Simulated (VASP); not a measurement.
# Ta (Im-3m) in VASP: elastic constants with PBEsol

Aim: the elastic constants of Ta with PBEsol.

Program: VASP 6.6.1. These are calculated values, not measurements. Logs are shortened: lines on timing, memory, paths and dates and some standing lists are left out, and cuts for length are marked.

### 1 The cell of the first run

The structure is cubic, space group Im-3m (No. 229). The conventional cell has a = 3.283 Å, b = 3.283 Å, c = 3.283 Å, α = 90.00°, β = 90.00°, γ = 90.00°. Within 3.7 Å of Ta (site symmetry m-3m) lie 14 Ta at 2.84 to 3.28 Å.

### 2 Elastic constants, PBEsol

File INCAR:

```
SYSTEM = Ta
PREC     = Accurate       ! precision mode
ENCUT    = 600            ! plane-wave cutoff, eV
EDIFF    = 1E-8           ! SCF threshold, eV
ISMEAR   = -1             ! smearing method
SIGMA    = 0.15           ! smearing width, eV
LREAL    = .False.        ! projectors in reciprocal space
LASPH    = .True.         ! aspherical terms in the spheres
NELM     = 80             ! most SCF steps
ALGO     = Fast           ! electronic algorithm
ISIF     = 3              ! what is computed and relaxed
LWAVE    = .False.        ! write WAVECAR
LCHARG   = .False.        ! write CHGCAR
GGA      = PS             ! functional
NBANDS   = 12             ! bands
IBRION   = 6              ! ionic algorithm
NFREE    = 2            
POTIM    = 0.015          ! step
NSW      = 1              ! ionic steps
```

File KPOINTS:

```
regular mesh
0
Gamma
  18 18 18
  0 0 0
```

File POSCAR:

```
Ta
1.0
   -1.6417039832      1.6417039832      1.6417039832
    1.6417039832     -1.6417039832      1.6417039832
    1.6417039832      1.6417039832     -1.6417039832
Ta
1
Direct
    0.0000000000      0.0000000000      0.0000000000
```

Potentials or basis: VASP PAW PBE potentials, release 64 (Ta_pv).

Command:

```console
> cat potpaw_PBE.64/Ta_pv/POTCAR > POTCAR
> mpirun -np 1 vasp_std > vasp.out
```

OUTCAR:

```text
SYSTEM = Ta
   PREC = Accurate
   ENCUT = 600
   EDIFF = 1E-8
   ISMEAR = -1
   LREAL = .False.
   LASPH = .True.
   NELM = 80
   ISIF = 3
   GGA = PS
   IBRION = 6
   NFREE = 2
   POTIM = 0.015
   NSW = 1

 ion  position               nearest neighbor table
   1  0.000  0.000  0.000-

  LATTYP: Found a body centered cubic cell.
 ALAT       =     3.2834079664

  Lattice vectors:

 A1 = (  -1.6417039832,   1.6417039832,   1.6417039832)
 A2 = (   1.6417039832,  -1.6417039832,   1.6417039832)
 A3 = (   1.6417039832,   1.6417039832,  -1.6417039832)

Analysis of symmetry for initial positions (statically):
=====================================================================
 Subroutine PRICEL returns:
 Original cell was already a primitive cell.

 Routine SETGRP: Setting up the symmetry group for a
 body centered cubic supercell.

 Subroutine GETGRP returns: Found 48 space group operations
 (whereof 48 operations were pure point group operations)
 out of a pool of 48 trial point group operations.

The static configuration has the point symmetry O_h .

Analysis of symmetry for dynamics (positions and initial velocities):
=====================================================================
 Subroutine PRICEL returns:
 Original cell was already a primitive cell.

 Routine SETGRP: Setting up the symmetry group for a
 body centered cubic supercell.

 Subroutine GETGRP returns: Found 48 space group operations
 (whereof 48 operations were pure point group operations)
 out of a pool of 48 trial point group operations.

The dynamic configuration has the point symmetry O_h .

 Subroutine INISYM returns: Found 48 space group operations
 (whereof 48 operations are pure point group operations),
 and found     1 'primitive' translations

----------------------------------------------------------------------------------------

                                     Primitive cell

  volume of cell :      17.6988

  direct lattice vectors                    reciprocal lattice vectors
    -1.641703983  1.641703983  1.641703983     0.000000000  0.304561605  0.304561605
     1.641703983 -1.641703983  1.641703983     0.304561605  0.000000000  0.304561605
     1.641703983  1.641703983 -1.641703983     0.304561605  0.304561605  0.000000000

  length of vectors
     2.843514710  2.843514710  2.843514710     0.430715152  0.430715152  0.430715152

  position of ions in fractional coordinates (direct lattice)
     0.000000000  0.000000000  0.000000000

  ion indices of the primitive-cell ions
   primitive index   ion index
                 1           1

----------------------------------------------------------------------------------------

 KPOINTS: regular mesh

Automatic generation of k-mesh.
 Grid dimensions read from file:
 generate k-points for:   18   18   18

 Generating k-lattice:

  Cartesian coordinates                     Fractional coordinates (reciprocal lattice)
     0.000000000  0.016920089  0.016920089     0.055555556  0.000000000  0.000000000
     0.016920089  0.000000000  0.016920089     0.000000000  0.055555556  0.000000000
     0.016920089  0.016920089  0.000000000     0.000000000  0.000000000  0.055555556

  Length of vectors
     0.023928620  0.023928620  0.023928620

  Shift w.r.t. Gamma in fractional coordinates (k-lattice)
     0.000000000  0.000000000  0.000000000

 Subroutine IBZKPT returns following result:
 ===========================================

 Found    195 irreducible k-points:

 Following reciprocal coordinates:
            Coordinates               Weight
  0.000000  0.000000  0.000000      1.000000
  0.055556  0.000000  0.000000     12.000000
  0.111111  0.000000  0.000000     12.000000
  0.166667  0.000000  0.000000     12.000000
  0.222222  0.000000  0.000000     12.000000
  0.277778  0.000000  0.000000     12.000000
[... 16 lines left out ...]
  0.333333  0.111111  0.000000     48.000000
  0.388889  0.111111 -0.000000     48.000000
 [... further k-points ...]
[... 37 lines left out ...]
     AMIX     =   0.40;   BMIX     =  1.00
     AMIX_MAG =   1.60;   BMIX_MAG =  1.00
  volume/ion in A,a.u.               =      17.70       119.44
  Fermi-wavevector in a.u.,A,eV,Ry     =   1.397089  2.640116 26.556653  1.951859
  Thomas-Fermi vector in A             =   2.520380
   LORBIT       =      0    0 simple, 1 ext, 2 COOP (PROOUT), +10 PAW based schemes
   GGA     = PS    functional components
   LHFCALC =     F    Hartree Fock is set to
   AEXX    =    0.0000 exact exchange contribution
   IVDW    =     0    specifies the selected vdW correction
   LEPSILON=     F    determine dielectric tensor
   LRPA    =     F    only Hartree local field effects (RPA)
 finite differences with symmetry
 non-spin polarized calculation
 RMM-DIIS sequential band-by-band and
  energy-cutoff  :      600.00
  volume of cell :       17.70
 maximum number of plane-waves:       610
   NGX = 11   NGY = 11   NGZ = 11

--------------------------------------- Ionic step        1  -------------------------------------------

 number of electron      11.0000002 magnetization

 Free energy of the ion-electron system (eV)
  ---------------------------------------------------
  ext. energy  EPLUGINS =         0.00000000
  ---------------------------------------------------
  free energy    TOTEN  =       -12.59907490 eV

  energy without entropy =      -12.50639578  energy(sigma->0) =      -12.55273534

------------------------ aborting loop because EDIFF is reached ----------------------------------------

  FORCE on cell =-STRESS in cart. coord.  units (eV):
  Direction    XX          YY          ZZ          XY          YZ          ZX
  --------------------------------------------------------------------------------------
  -------------------------------------------------------------------------------------
  Total        0.0223983      0.0223983      0.0223983      0.0000000     -0.0000000      0.0000000
  in kB        2.0275945      2.0275945      2.0275945      0.0000000     -0.0000000      0.0000000
  external PRESSURE =       2.0275945 kB  Pullay stress =       0.0000000 kB
[... 86 lines left out ...]
  FREE ENERGIE OF THE ION-ELECTRON SYSTEM (eV)
  ---------------------------------------------------
  free  energy   TOTEN  =       -12.5951002710 eV

  energy  without entropy=      -12.5040524476  energy(sigma->0) =      -12.54957636

[... ionic steps 4 to 12 ...]

--------------------------------------- Ionic step       13  -------------------------------------------

 number of electron      11.0000002 magnetization

------------------------ aborting loop because EDIFF is reached ----------------------------------------
[... 65 lines left out ...]
--------------------------------------- Ionic step       15  -------------------------------------------

 number of electron      11.0000001 magnetization

 Free energy of the ion-electron system (eV)
  ---------------------------------------------------
  ext. energy  EPLUGINS =         0.00000000
  ---------------------------------------------------
  free energy    TOTEN  =       -12.59907337 eV

  energy without entropy =      -12.50639407  energy(sigma->0) =      -12.55273372

 E-fermi :   5.4917     XC(G=0): -12.8176

 val. band max:        5.4854865095   @ k =   0.1111   0.1111   0.0000
 cond. band min:       5.4981970693   @ k =  -0.2222   0.2222   0.0556
 fundamental gap:      0.0127105598
 Fermi energy:         5.4917151796

 k-point     1 :       0.0000    0.0000    0.0000
  band No.  band energies     occupation
      1     -27.4867      2.00000
      2     -27.4867      2.00000
      3     -27.4867      2.00000
      4      -2.5338      2.00000
      5       6.1851      0.01947
      6       6.1851      0.01947
      7       6.1851      0.01947
      8       9.5173      0.00000
      9       9.5173      0.00000
     10      20.5855      0.00000
     11      20.5855      0.00000
     12      20.5855      0.00000
[... 331 lines left out ...]
 k-point    24 :       0.3889    0.1111   -0.0000
  band No.  band energies     occupation
      1     -28.6603      2.00000
      2     -27.9241      2.00000
      3     -27.5502      2.00000
      4       1.4019      2.00000
      5       3.9855      1.99991
      6       6.1835      0.01967
      7       9.2740      0.00000
      8      10.6042      0.00000
      9      13.5441      0.00000
     10      17.1964      0.00000
     11      18.6067      0.00000
     12      20.2120      0.00000

 [... further k-points ...]

------------------------ aborting loop because EDIFF is reached ----------------------------------------

  FORCE on cell =-STRESS in cart. coord.  units (eV):
  Direction    XX          YY          ZZ          XY          YZ          ZX
  --------------------------------------------------------------------------------------
  -------------------------------------------------------------------------------------
  Total        0.0228655      0.0228655      0.0228655     -0.0000000      0.0000000      0.0000000
  in kB        2.0698862      2.0698862      2.0698862     -0.0000000      0.0000000      0.0000000
  external PRESSURE =       2.0698862 kB  Pullay stress =       0.0000000 kB
[... 16 lines left out ...]
  FREE ENERGIE OF THE ION-ELECTRON SYSTEM (eV)
  ---------------------------------------------------
  free  energy   TOTEN  =       -12.5990733699 eV

  energy  without entropy=      -12.5063940666  energy(sigma->0) =      -12.55273372

 INTERNAL STRAIN TENSORS FROM STRAINED CELLS
 ============================================

 INTERNAL STRAIN TENSOR FOR ION    1 for displacements in x,y,z  (eV/Angst):
          X           Y           Z          XY          YZ          ZX
  --------------------------------------------------------------------------------
  x     0.00000    -0.00000    -0.00000    -0.00000    -0.00000    -0.00000
  y     0.00000     0.00000    -0.00000    -0.00000     0.00000    -0.00000
  z    -0.00000    -0.00000     0.00000    -0.00000    -0.00000     0.00000

 INTERNAL STRAIN TENSORS FROM DISPLACED ATOMS
 ============================================

 INTERNAL STRAIN TENSOR FOR ION    1 for displacements in x,y,z  (eV/Angst):
          X           Y           Z          XY          YZ          ZX
  --------------------------------------------------------------------------------
  x     0.00000     0.00000     0.00000     0.00000     0.00000     0.00000
  y     0.00000     0.00000     0.00000     0.00000     0.00000     0.00000
  z     0.00000     0.00000     0.00000     0.00000     0.00000     0.00000

 Eigenvectors and eigenvalues of the dynamical matrix
 ----------------------------------------------------

   1 f/i=    0.000000 THz     0.000000 2PiTHz    0.000000 cm-1     0.000000 meV
             X         Y         Z           dx          dy          dz
      0.000000  0.000000  0.000000     0.000000    1.000000    0.000000

   2 f/i=    0.000000 THz     0.000000 2PiTHz    0.000000 cm-1     0.000000 meV
             X         Y         Z           dx          dy          dz
      0.000000  0.000000  0.000000     1.000000    0.000000    0.000000

   3 f/i=    0.000000 THz     0.000000 2PiTHz    0.000000 cm-1     0.000000 meV
             X         Y         Z           dx          dy          dz
      0.000000  0.000000  0.000000     0.000000    0.000000    1.000000

--------------------------------------------------------------------------------------------------------

 ELASTIC MODULI CONTR FROM IONIC RELAXATION (kBar)
 Direction    XX          YY          ZZ          XY          YZ          ZX
 --------------------------------------------------------------------------------
 XX           0.0000      0.0000      0.0000      0.0000      0.0000      0.0000
 YY           0.0000      0.0000      0.0000      0.0000      0.0000      0.0000
 ZZ           0.0000      0.0000      0.0000      0.0000      0.0000      0.0000
 XY           0.0000      0.0000      0.0000      0.0000      0.0000      0.0000
 YZ           0.0000      0.0000      0.0000      0.0000      0.0000      0.0000
 ZX           0.0000      0.0000      0.0000      0.0000      0.0000      0.0000
 --------------------------------------------------------------------------------

 TOTAL ELASTIC MODULI (kBar)
 Direction    XX          YY          ZZ          XY          YZ          ZX
 --------------------------------------------------------------------------------
 XX        2840.4433   1691.4415   1691.4415     -0.0000     -0.0000     -0.0000
 YY        1691.4415   2840.4433   1691.4415     -0.0000      0.0000      0.0000
 ZZ        1691.4415   1691.4415   2840.4433     -0.0000      0.0000     -0.0000
 XY          -0.0000     -0.0000     -0.0000    722.3245     -0.0000      0.0000
 YZ          -0.0000      0.0000      0.0000     -0.0000    722.3245      0.0000
 ZX          -0.0000      0.0000     -0.0000      0.0000      0.0000    722.3245
 --------------------------------------------------------------------------------
```

Run time: 23 min. Hardware: 1 thread of Intel Xeon Platinum 8259CL at 2.50GHz (Skylake/Cascade Lake), shared host; peak memory 0.74 GiB.

What came out:

```
Elastic constants C11, C12, C44 : 284, 169, 72 GPa
Voigt bulk modulus              : 207 GPa
```

Elastic tensor in Voigt notation (GPa, in the Cartesian axes of the cell as first typed):
```
284 169 169   0   0   0
169 284 169   0   0   0
169 169 284   0   0   0
  0   0   0  72   0   0
  0   0   0   0  72   0
  0   0   0   0   0  72
```

Clamped-ion elastic tensor (GPa):
```
284 169 169   0   0   0
169 284 169   0   0   0
169 169 284   0   0   0
  0   0   0  72   0   0
  0   0   0   0  72   0
  0   0   0   0   0  72
```

Caveat: the PAW data sets were made with another functional, which shifts forces and pressure a little; spin-orbit coupling is left out, which moves the levels of the heavy elements.
